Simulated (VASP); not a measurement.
Sn2H:

```
Sn H
1.0
     4.70186    0.00000    0.00000
    -2.35093    4.07193    0.00000
     0.00000    0.00000    5.73422
Sn H
4 2
Direct
  0.00000 0.00000 0.50000
  0.00000 0.00000 0.00000
  0.66667 0.33333 0.25000
  0.33333 0.66667 0.75000
  0.66667 0.33333 0.75000
  0.33333 0.66667 0.25000
```

The cell was generated, and may not be a known phase.

| Item | Value |
| --- | --- |
| Program | VASP 6.6.1 |
| Task | relaxation of cell and atoms |
| Functional | PBE |
| Potentials or basis | VASP PAW PBE potentials, release 64 (Sn_d, H) |
| Cutoff | 600 eV |
| k mesh | 6 × 6 × 4 |
| Occupations | gaussian, width 0.1 eV |
| Spin | no spin polarisation |

At the start: pressure 6.8 GPa; volume 18.30 Å³/atom.

Problem. Where does the relaxation end?

Solution. Over 9 steps the energy falls by 44.7 meV/atom and the volume is 20.56 Å³/atom (+12.4 %); space group P6_3/mmc (No. 194, to 0.1 Å) before and after.

The path:
| step | energy change (eV) | largest force (eV/Å) | pressure (GPa) | volume (Å³) |
| --- | --- | --- | --- | --- |
| 1 | 0.0000 | 0.0000 | 6.79 | 109.79 |
| 2 | -0.2466 | 0.0000 | 0.34 | 122.57 |
| 3 | -0.2449 | 0.0000 | -0.46 | 123.93 |
| 4 | -0.2464 | 0.0000 | -0.17 | 123.16 |
| 5 | -0.2466 | 0.0000 | -0.06 | 122.88 |
| 6 | -0.2517 | 0.0000 | -0.06 | 122.99 |
| 7 | -0.2664 | 0.0000 | 0.00 | 123.27 |
| 8 | -0.2335 | 0.0000 | 0.39 | 123.72 |
| 9 | -0.2682 | 0.0000 | 0.03 | 123.37 |

Final structure:
```yaml
crystal:
  lattice:
    - [4.95410, 0.00000, 0.00000]
    - [-2.47705, 4.29038, 0.00000]
    - [0.00000, 0.00000, 5.80409]
  atoms:
    - { symbol: Sn, position: [0.00000, 0.00000, 0.50000] }
    - { symbol: Sn, position: [0.00000, 0.00000, 0.00000] }
    - { symbol: Sn, position: [0.66667, 0.33333, 0.25000] }
    - { symbol: Sn, position: [0.33333, 0.66667, 0.75000] }
    - { symbol: H, position: [0.66667, 0.33333, 0.75000] }
    - { symbol: H, position: [0.33333, 0.66667, 0.25000] }
```
